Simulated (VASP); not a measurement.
Set up this calculation in VASP 6.6.1, as the native input.

* Task: single point
* Functional: PBEsol
* Potentials or basis: VASP PAW PBE potentials, release 64 (Cl, Ni)
* Cutoff: 520 eV
* k mesh: 3 × 3 × 5
* Occupations: fermi-dirac, width 0.1 eV
* Spin: no spin polarisation
* Dipole correction: no
* Further INCAR settings: ALGO = Normal; EDIFF = 1e-06; NBANDS = 27

The structure of NiCl4 lies in POSCAR:

```
NiCl4
1.0
    3.9683770000      4.1670710000      0.0000000000
    3.9683770000     -4.1670710000      0.0000000000
    0.0000000000      0.0000000000     -3.5634810000
Cl Ni
4 1
Direct
    0.1894000000      0.8106000000      0.5000000000
    0.8106000000      0.1894000000      0.5000000000
    0.2852000000      0.2852000000      0.0000000000
    0.7148000000      0.7148000000      0.0000000000
    0.0000000000      0.0000000000      0.0000000000
```

The input as run:

INCAR

```
SYSTEM = NiCl4
ALGO     = Normal         ! electronic algorithm
EDIFF    = 1E-6           ! SCF threshold, eV
ENCUT    = 520            ! plane-wave cutoff, eV
GGA      = PS             ! functional
ISIF     = 2              ! what is computed and relaxed
ISMEAR   = -1             ! smearing method
LASPH    = .True.         ! aspherical terms in the spheres
LCHARG   = .False.        ! write CHGCAR
LREAL    = .False.        ! projectors in reciprocal space
LWAVE    = .False.        ! write WAVECAR
NBANDS   = 27             ! bands
NELM     = 100            ! most SCF steps
PREC     = Accurate       ! precision mode
SIGMA    = 0.1            ! smearing width, eV
```

KPOINTS

```
k-points
0
Gamma
  3 3 5
  0 0 0
```

Potentials or basis: VASP PAW PBE potentials, release 64 (Cl, Ni).

Launch:

```console
$ cat potpaw_PBE.64/Cl/POTCAR potpaw_PBE.64/Ni/POTCAR > POTCAR
$ mpirun -np 1 vasp_std > vasp.out
```

It gave:

```yaml
Pressure: -6.4 GPa
Largest_force: 0.923 eV/Å
Band_gap_on_the_k_mesh: zero (bands 19 and 20 overlap by 0.08 eV)
```

Caveat: the k points lie up to 0.36 Å⁻¹ apart; the PAW data sets were made with another functional, which shifts forces and pressure a little; the run has no spin polarisation, though such a crystal can be magnetic; semilocal functionals often make such compounds metallic where correlation or magnetic order opens a gap, which also shifts bond lengths.

Run time: 100 s on 1 thread of Intel Xeon 8259CL (shared host), peak memory 0.24 GiB.
